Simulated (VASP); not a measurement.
Here is a VASP 6.6.1 calculation.

The input INCAR:

```
SYSTEM = Be2C
ALGO = Normal
EDIFF = 1E-6
ENCUT = 600
GGA = PS
GGA_COMPAT = .FALSE.
ISIF = 2
ISMEAR = 0
LASPH = .TRUE.
LCHARG = .TRUE.
LELF = .TRUE.
LREAL = .FALSE.
LVHAR = .TRUE.
LWAVE = .FALSE.
NBANDS = 11
NELM = 120
PREC = Accurate
SIGMA = 0.05
```

File KPOINTS:

```
k-points
0
G
  10 10 10
  0 0 0
```

POSCAR

```
Be2C
1.0
    0.0000000000      2.1519348982      2.1519348982
    2.1519348982      0.0000000000      2.1519348982
    2.1519348982      2.1519348982      0.0000000000
Be C
2 1
Direct
    0.2500000000      0.2500000000      0.2500000000
    0.7500000000      0.7500000000      0.7500000000
    0.0000000000      0.0000000000      0.0000000000
```

Potentials or basis: VASP PAW PBE potentials, release 64 (Be, C).

Command:

```bash
$ cat potpaw_PBE.64/Be/POTCAR potpaw_PBE.64/C/POTCAR > POTCAR
$ mpirun -np 1 vasp_std > vasp.out
```

Predict the pressure.

1.6 GPa.

What does it give for the band gap on the k mesh?

1.07 eV (least direct gap 4.12 eV).

Caveat: the PAW data sets were made with another functional, which shifts forces and pressure a little. A k mesh can miss the band edges.
